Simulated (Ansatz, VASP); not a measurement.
Na3LaMg: VASP beside Ansatz

```
Na La Mg
1.0
     5.68642    0.00000    0.00000
     0.00000    5.68642    0.00000
     0.00000    0.00000    5.68642
Na La Mg
3 1 1
Direct
  0.50000 0.50000 0.00000
  0.00000 0.50000 0.50000
  0.50000 0.00000 0.50000
  0.00000 0.00000 0.00000
  0.50000 0.50000 0.50000
```

Change from the starting cell: species swapped into the KZnF3 type (Pm-3m, No. 221).

Alike in both runs: functional PBE; k mesh 4 × 4 × 4; occupations gaussian, width 0.1 eV; no spin polarisation.

Ansatz relaxed the structure, and its values are those at the end. VASP's run is a single point on that final structure, the one shown.

```csv
,VASP,Ansatz
version,VASP 6.6.1,Ansatz 0.2.0
potentials or method,"VASP PAW PBE potentials, release 64 (Na_pv, La, Mg), cutoff 520 eV","scalar-relativistic, plane waves, PAW"
valence electrons in the cell,34,48
```

```csv
,VASP,Ansatz,Ansatz less VASP
gap on the k mesh at the Fermi level (eV),none,none,-
pressure (GPa),0.2,0.3,+0.14
```

A gap of «none» marks a metal or a gap that the smearing closes. The functional is the same, so the differences come from potentials, cutoffs and numerics. VASP's potentials hold 34 valence electrons a cell and Ansatz's 48, so a difference there can come from the potentials and not from the codes.

Spin-orbit coupling is off throughout.
